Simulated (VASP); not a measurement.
# Pd (P6_3/mmc) in VASP: a series of runs

The runs below take Pd through single point, with PBE.

All numbers are computed with VASP 6.6.1; they aren't measurements. Logs are shortened: lines on timing, memory, paths and dates and some standing lists are left out, and cuts for length are marked.

**1. The cell of the first run**

It takes space group P6_3/mmc (No. 194, hexagonal). The conventional cell has a = 2.829 Å, b = 2.829 Å, c = 4.705 Å, α = 90.00°, β = 90.00°, γ = 120.00°. Pd (site symmetry -6m2) has 12 Pd at 2.83 to 2.86 Å within 3.7 Å.

This isn't the form of Pd at room conditions, which is fcc.

**2. Single point, PBE (16.31 Å³/atom)**

Contents of INCAR:

```
SYSTEM = Pd
PREC = Accurate ; ENCUT = 520
EDIFF = 1E-6 ; ISMEAR = -1
SIGMA = 0.05 ; LREAL = .False.
LASPH = .True. ; NELM = 80
ALGO = Normal ; ISIF = 2
LWAVE = .False. ; LCHARG = .True.
GGA = PE ; LELF = .True.
LVHAR = .True. ; NBANDS = 17
```

Contents of KPOINTS:

```
Automatic mesh
0
Gamma
  14 14 7
  0 0 0
```

Contents of POSCAR:

```
Pd
1.0
    2.8293070111      0.0000000000      0.0000000000
   -1.4146535056      2.4502517468      0.0000000000
    0.0000000000      0.0000000000      4.7047899813
Pd
2
Direct
    0.6666666667      0.3333333333      0.7500000000
    0.3333333333      0.6666666667      0.2500000000
```

Potentials or basis: VASP PAW PBE potentials, release 64 (Pd).

Command:

```bash
cat potpaw_PBE.64/Pd/POTCAR > POTCAR
mpirun -np 1 vasp_std > vasp.out
```

OUTCAR:

```text
SYSTEM = Pd
   PREC = Accurate
   ENCUT = 520
   EDIFF = 1E-6
   ISMEAR = -1
   LREAL = .False.
   LASPH = .True.
   NELM = 80
   ISIF = 2
   GGA = PE

 ion  position               nearest neighbor table
   1  0.667  0.333  0.750-   2 2.86   2 2.86   2 2.86   2 2.86   2 2.86   2 2.86
   2  0.333  0.667  0.250-   1 2.86   1 2.86   1 2.86   1 2.86   1 2.86   1 2.86

  LATTYP: Found a hexagonal cell.
 ALAT       =     2.8293070111
 C/A-ratio  =     1.6628771508

  Lattice vectors:

 A1 = (   2.8293070111,   0.0000000000,   0.0000000000)
 A2 = (  -1.4146535056,   2.4502517468,   0.0000000000)
 A3 = (   0.0000000000,   0.0000000000,   4.7047899813)

Analysis of symmetry for initial positions (statically):
=====================================================================
 Subroutine PRICEL returns:
 Original cell was already a primitive cell.

 Routine SETGRP: Setting up the symmetry group for a
 hexagonal supercell.

 Subroutine GETGRP returns: Found 24 space group operations
 (whereof 12 operations were pure point group operations)
 out of a pool of 24 trial point group operations.

The static configuration has the point symmetry D_3d.
 The point group associated with its full space group is D_6h.

Analysis of symmetry for dynamics (positions and initial velocities):
=====================================================================
 Subroutine PRICEL returns:
 Original cell was already a primitive cell.

 Routine SETGRP: Setting up the symmetry group for a
 hexagonal supercell.

 Subroutine GETGRP returns: Found 24 space group operations
 (whereof 12 operations were pure point group operations)
 out of a pool of 24 trial point group operations.

The dynamic configuration has the point symmetry D_3d.
 The point group associated with its full space group is D_6h.

 Subroutine INISYM returns: Found 24 space group operations
 (whereof 12 operations are pure point group operations),
 and found     1 'primitive' translations

----------------------------------------------------------------------------------------

                                     Primitive cell

  volume of cell :      32.6160

  direct lattice vectors                    reciprocal lattice vectors
     2.829307011  0.000000000  0.000000000     0.353443439  0.204060665  0.000000000
    -1.414653506  2.450251747  0.000000000     0.000000000  0.408121329  0.000000000
     0.000000000  0.000000000  4.704789981     0.000000000  0.000000000  0.212549339

  length of vectors
     2.829307011  2.829307011  4.704789981     0.408121329  0.408121329  0.212549339

  position of ions in fractional coordinates (direct lattice)
     0.666666667  0.333333333  0.750000000
     0.333333333  0.666666667  0.250000000

  ion indices of the primitive-cell ions
   primitive index   ion index
                 1           1
                 2           2

----------------------------------------------------------------------------------------

 KPOINTS: Automatic mesh

Automatic generation of k-mesh.
 Grid dimensions read from file:
 generate k-points for:   14   14    7

 Generating k-lattice:

  Cartesian coordinates                     Fractional coordinates (reciprocal lattice)
     0.025245960  0.014575762  0.000000000     0.071428571  0.000000000  0.000000000
     0.000000000  0.029151524  0.000000000     0.000000000  0.071428571  0.000000000
     0.000000000  0.000000000  0.030364191     0.000000000  0.000000000  0.142857143

  Length of vectors
     0.029151524  0.029151524  0.030364191

  Shift w.r.t. Gamma in fractional coordinates (k-lattice)
     0.000000000  0.000000000  0.000000000

 Subroutine IBZKPT returns following result:
 ===========================================

 Found     96 irreducible k-points:

 Following reciprocal coordinates:
            Coordinates               Weight
  0.000000  0.000000  0.000000      1.000000
  0.071429  0.000000  0.000000      6.000000
  0.142857  0.000000  0.000000      6.000000
  0.214286 -0.000000  0.000000      6.000000
  0.285714  0.000000  0.000000      6.000000
  0.357143  0.000000  0.000000      6.000000
[... 16 lines left out ...]
  0.285714  0.285714  0.000000      6.000000
  0.357143  0.285714  0.000000      6.000000
 [... further k-points ...]
   k-points           NKPTS =     96   k-points in BZ     NKDIM =     96   number of bands    NBANDS=     17
   number of dos      NEDOS =    301   number of ions     NIONS =      2
   total plane-waves  NPLWV =  20736
   dimension x,y,z NGX =    24 NGY =   24 NGZ =   36
   dimension x,y,z NGXF=    48 NGYF=   48 NGZF=   72
   ions per type =               2
   NGX,Y,Z   is equivalent  to a cutoff of  14.10, 14.10, 12.72 a.u.
   NGXF,Y,Z  is equivalent  to a cutoff of  28.20, 28.20, 25.44 a.u.
 SYSTEM =  Pd
   PREC   = accura    normal or accurate (medium, high low for compatibility)
   ISTART =      0    job   : 0-new  1-cont  2-samecut
   ICHARG =      2    charge: 1-file 2-atom 10-const
   ISPIN  =      1    spin polarized calculation?
   LNONCOLLINEAR =      F non collinear calculations
   LSORBIT =      F    spin-orbit coupling
   LASPH  =      T    aspherical Exc in radial PAW
   ENCUT  =  520.0 eV  38.22 Ry    6.18 a.u.   5.26  5.26  8.75*2*pi/ulx,y,z
   NELM   =     80;   NELMIN=  2; NELMDL= -5     # of ELM steps
   EDIFF  = 0.1E-05   stopping-criterion for ELM
   LREAL  =      F    real-space projection
   EDIFFG = 0.1E-04   stopping-criterion for IOM
   NSW    =      0    number of steps for IOM
   IBRION =     -1    ionic relax: 0-MD 1-quasi-New 2-CG
   NFREE  =      0    steps in history (QN), initial steepest desc. (CG)
   ISIF   =      2    stress and relaxation
   ISYM   =      2    0-nonsym 1-usesym 2-fastsym
   POTIM  = 0.5000    time-step for ionic-motion
   TEBEG  =    0.0;   TEEND  =   0.0 temperature during run
   PSTRESS=    0.0 pullay stress
   NELECT =      20.0000    total number of electrons
   NUPDOWN=      -1.0000    fix difference up-down
   EMIN   =  10.00;   EMAX   =-10.00  energy-range for DOS
   EFERMI =   0.00;   METHOD = LEGACY
   ISMEAR =    -1;   SIGMA  =   0.05  broadening in eV -4-tet -1-fermi 0-gaus
   EFERMI_NEDOS =   21; number of points for ismear=-14 and -15
   IALGO  =     38    algorithm
   IMIX   =      4    mixing-type and parameters
     AMIX     =   0.40;   BMIX     =  1.00
     AMIX_MAG =   1.60;   BMIX_MAG =  1.00
  volume/ion in A,a.u.               =      16.31       110.05
  Fermi-wavevector in a.u.,A,eV,Ry     =   1.390831  2.628290 26.319273  1.934412
  Thomas-Fermi vector in A             =   2.514729
   LORBIT       =      0    0 simple, 1 ext, 2 COOP (PROOUT), +10 PAW based schemes
   GGA     = PE    functional components
   LHFCALC =     F    Hartree Fock is set to
   AEXX    =    0.0000 exact exchange contribution
   IVDW    =     0    specifies the selected vdW correction
   LEPSILON=     F    determine dielectric tensor
   LRPA    =     F    only Hartree local field effects (RPA)
 non-spin polarized calculation
  energy-cutoff  :      520.00
  volume of cell :       32.62
 maximum number of plane-waves:       888
 NGX is ok and might be reduce to    24
   NGX = 11   NGY = 11   NGZ = 17

 number of electron      20.0000000 magnetization

 Free energy of the ion-electron system (eV)
  ---------------------------------------------------
  ext. energy  EPLUGINS =         0.00000000
  ---------------------------------------------------
  free energy    TOTEN  =       -10.33571201 eV

  energy without entropy =      -10.28554009  energy(sigma->0) =      -10.31062605

 E-fermi :   8.1781     XC(G=0): -12.5656

 val. band max:        8.1718221543   @ k =   0.4286   0.1429   0.1429
 cond. band min:       8.1787467473   @ k =   0.5000   0.0000   0.0000
 fundamental gap:      0.0069245929
 Fermi energy:         8.1781491458

 k-point     1 :       0.0000    0.0000    0.0000
  band No.  band energies     occupation
      1       1.7897      2.00000
      2       3.6092      2.00000
      3       5.6817      2.00000
      4       5.8498      2.00000
      5       5.8498      2.00000
      6       6.1494      2.00000
[... 9 lines left out ...]
     16      27.4516      0.00000
     17      29.3184      0.00000

 k-point     2 :       0.0714    0.0000    0.0000
  band No.  band energies     occupation
      1       1.9430      2.00000
      2       3.7157      2.00000
      3       5.5887      2.00000
      4       5.9284      2.00000
      5       5.9466      2.00000
      6       6.1046      2.00000
[... 9 lines left out ...]
     16      27.0478      0.00000
     17      28.2623      0.00000

 k-point     3 :       0.1429    0.0000    0.0000
  band No.  band energies     occupation
      1       2.3814      2.00000
      2       3.9882      2.00000
      3       5.4067      2.00000
      4       5.9344      2.00000
      5       6.1892      2.00000
      6       6.2001      2.00000
[... 9 lines left out ...]
     16      26.5792      0.00000
     17      27.3059      0.00000

 k-point     4 :       0.2143   -0.0000    0.0000
  band No.  band energies     occupation
      1       3.0205      2.00000
      2       4.2345      2.00000
      3       5.3210      2.00000
      4       5.5456      2.00000
      5       5.8190      2.00000
      6       6.3398      2.00000
[... 9 lines left out ...]
     16      26.3868      0.00000
     17      26.6869      0.00000

 k-point     5 :       0.2857    0.0000    0.0000
  band No.  band energies     occupation
      1       3.6407      2.00000
      2       4.2036      2.00000
      3       4.9654      2.00000
      4       5.5513      2.00000
      5       5.8646      2.00000
      6       6.1466      2.00000
[... 9 lines left out ...]
     16      24.7319      0.00000
     17      25.9103      0.00000

 k-point     6 :       0.3571    0.0000    0.0000
  band No.  band energies     occupation
      1       3.8875      2.00000
      2       4.0904      2.00000
      3       4.5335      2.00000
      4       5.9872      2.00000
      5       5.9914      2.00000
      6       6.1358      2.00000
[... 9 lines left out ...]
     16      23.1913      0.00000
     17      23.5774      0.00000

 k-point     7 :       0.4286   -0.0000    0.0000
  band No.  band energies     occupation
      1       3.7936      2.00000
      2       4.0871      2.00000
      3       4.2694      2.00000
      4       5.8831      2.00000
      5       6.0951      2.00000
      6       6.2666      2.00000
[... 9 lines left out ...]
     16      21.3819      0.00000
     17      21.8366      0.00000

 k-point     8 :       0.5000    0.0000    0.0000
  band No.  band energies     occupation
      1       3.7419      2.00000
      2       4.0788      2.00000
      3       4.1806      2.00000
      4       5.8470      2.00000
      5       6.0544      2.00000
      6       6.3529      2.00000
[... 9 lines left out ...]
     16      21.0645      0.00000
     17      21.1611      0.00000
[... 203 lines left out ...]
      1       4.0874      2.00000
      2       4.2377      2.00000
      3       4.4024      2.00000
      4       5.7408      2.00000
      5       5.9961      2.00000
      6       6.1853      2.00000
[... 9 lines left out ...]
     16      20.5729      0.00000
     17      21.3570      0.00000

 k-point    20 :       0.2143    0.2143    0.0000
  band No.  band energies     occupation
      1       4.4861      2.00000
      2       4.6048      2.00000
      3       4.7501      2.00000
      4       4.9508      2.00000
      5       5.6660      2.00000
      6       6.1010      2.00000
[... 9 lines left out ...]
     16      24.0329      0.00000
     17      24.9811      0.00000

 k-point    21 :       0.2857    0.2143    0.0000
  band No.  band energies     occupation
      1       4.4007      2.00000
      2       4.5339      2.00000
      3       4.6962      2.00000
      4       5.3990      2.00000
      5       5.6183      2.00000
      6       6.1329      2.00000
[... 9 lines left out ...]
     16      23.0113      0.00000
     17      23.0498      0.00000

 k-point    22 :       0.3571    0.2143    0.0000
  band No.  band energies     occupation
      1       4.2940      2.00000
      2       4.4620      2.00000
      3       4.6876      2.00000
      4       5.6584      2.00000
      5       5.7139      2.00000
      6       5.9497      2.00000
[... 9 lines left out ...]
     16      21.1622      0.00000
     17      21.7629      0.00000

 k-point    23 :       0.2857    0.2857    0.0000
  band No.  band energies     occupation
      1       4.3253      2.00000
      2       4.7221      2.00000
      3       4.8695      2.00000
      4       5.3700      2.00000
      5       5.6157      2.00000
      6       5.9374      2.00000
[... 9 lines left out ...]
     16      22.3843      0.00000
     17      22.5187      0.00000

 k-point    24 :       0.3571    0.2857    0.0000
  band No.  band energies     occupation
      1       4.3009      2.00000
      2       4.8131      2.00000
      3       4.8789      2.00000
      4       5.3883      2.00000
      5       5.6755      2.00000
      6       5.8052      2.00000
[... 9 lines left out ...]
     16      21.1099      0.00000
     17      21.3644      0.00000

 [... further k-points ...]
[... 5 lines left out ...]
  --------------------------------------------------------------------------------------
  -------------------------------------------------------------------------------------
  Total       -1.7357835     -1.7357835     -1.6110449      0.0000000      0.0000000      0.0000000
  in kB      -85.2658472    -85.2658472    -79.1383897      0.0000000      0.0000000      0.0000000
  external PRESSURE =     -83.2233614 kB  Pullay stress =       0.0000000 kB

 VOLUME and BASIS-vectors are now :
 -----------------------------------------------------------------------------
  energy-cutoff  :      520.00
  volume of cell :       32.62
      direct lattice vectors                 reciprocal lattice vectors
     2.829307011  0.000000000  0.000000000     0.353443439  0.204060665  0.000000000
    -1.414653506  2.450251747  0.000000000     0.000000000  0.408121329  0.000000000
     0.000000000  0.000000000  4.704789981     0.000000000  0.000000000  0.212549339

 POSITION                                       TOTAL-FORCE (eV/Angst)
 -----------------------------------------------------------------------------------
      1.41465      0.81675      3.52859        -0.000000     -0.000000      0.000000
     -0.00000      1.63350      1.17620         0.000000      0.000000      0.000000
 -----------------------------------------------------------------------------------
    total drift:                               -0.000000      0.000000     -0.000000

  FREE ENERGIE OF THE ION-ELECTRON SYSTEM (eV)
  ---------------------------------------------------
  free  energy   TOTEN  =       -10.3357120066 eV

  energy  without entropy=      -10.2855400905  energy(sigma->0) =      -10.31062605
```

Wall time 44 s (1 thread of Intel Xeon 8259CL, shared host); peak memory 0.18 GiB.

What came out:

| Quantity | Value |
| --- | --- |
| Free energy | -10.3357 eV |
| Pressure | -8.3 GPa |
| Band gap on the k mesh | zero (bands 10 and 11 overlap by 0.67 eV) |

Caveat: the cell stands under tension.

**3. Single point, PBE (17.08 Å³/atom)**

This run uses another cell than the first one, of 17.08 Å³/atom.

Contents of INCAR:

```
SYSTEM = Pd
  PREC = Accurate
  ENCUT = 520
  EDIFF = 1E-7
  ISMEAR = -1
  SIGMA = 0.05
  LREAL = .FALSE.
  LASPH = .TRUE.
  NELM = 60
  ALGO = Normal
  ISIF = 2
  LWAVE = .FALSE.
  LCHARG = .FALSE.
  GGA = PE
  NBANDS = 17
```

Contents of KPOINTS:

```
Automatic mesh
0
G
  14 14 7
  0 0 0
```

Contents of POSCAR:

```
Pd
1.0
    2.8735220749      0.0000000000      0.0000000000
   -1.4367610374      2.4885431152      0.0000000000
    0.0000000000      0.0000000000      4.7783142005
Pd
2
Direct
    0.6666666667      0.3333333333      0.7500000000
    0.3333333333      0.6666666667      0.2500000000
```

Potentials or basis: VASP PAW PBE potentials, release 64 (Pd).

Command:

```bash
cat potpaw_PBE.64/Pd/POTCAR > POTCAR
mpirun -np 1 vasp_std > vasp.out
```

It took 48 s on 1 thread of Intel Xeon 8259CL, shared host; peak memory 0.18 GiB.

Results (log left out):

```yaml
Free_energy: -10.2316 eV
Pressure: -13.0 GPa
Band_gap_on_the_k_mesh: zero (bands 10 and 11 overlap by 0.62 eV)
```

Stress tensor (GPa, compression positive):
```
-13.23   0.00   0.00
  0.00 -13.23   0.00
  0.00   0.00 -12.65
```

Levels at points of the mesh, in eV from the Fermi level:
```tsv
k point	band 6	band 7	band 8	band 9	band 10	band 11	band 12	band 13	band 14	band 15
(0.00, 0.00, 0.00)	-1.88	-1.88	-1.33	-1.33	-0.19	-0.19	1.20	6.00	16.88	18.36
(0.50, 0.00, 0.00)	-1.69	-1.33	0.00	0.01	0.15	2.43	4.06	8.85	9.19	11.63
```

Caveat: the cell stands under tension.
